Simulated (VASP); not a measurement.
Ag, 2 atoms in the cell. Symmetry: P6_3/mmc, No. 194, hexagonal system. The conventional cell has a = 2.920 Å, b = 2.920 Å, c = 4.774 Å, α = 90.00°, β = 90.00°, γ = 120.00°. Ag (site symmetry -6m2) has 12 Ag at 2.92 Å within 3.8 Å.  This cell differs from its parent crystal: volume scaled by 0.99.

| Property | Result |
| --- | --- |
| Program | VASP 6.6.1 |
| Task | electric field gradients |
| Functional | LDA |
| Potentials or basis | VASP PAW LDA potentials, release 64 (Ag) |
| Cutoff | 520 eV |
| k mesh | 14 × 14 × 8 |
| Occupations | fermi-dirac, width 0.05 eV |
| Spin | no spin polarisation |
| Dipole correction | no |
| Further INCAR settings | ALGO = Normal; EDIFF = 1e-08; NBANDS = 18 |

Potentials or basis: VASP PAW LDA potentials, release 64 (Ag).

Launch:

```sh
$ cat potpaw_LDA.64/Ag/POTCAR > POTCAR
$ mpirun -np 1 vasp_std > vasp.out
```

Hardware: 1 thread of AMD EPYC 9R45 96-Core Processor (Zen 5), with other jobs on the host.

Question: How long does it take, and how much memory?

Answer: Wall time 34 s on 1 thread of AMD EPYC 9R45 96-Core Processor (Zen 5), on a shared host, peak memory 0.15 GiB. Counts: scf iterations 12, k points 120.
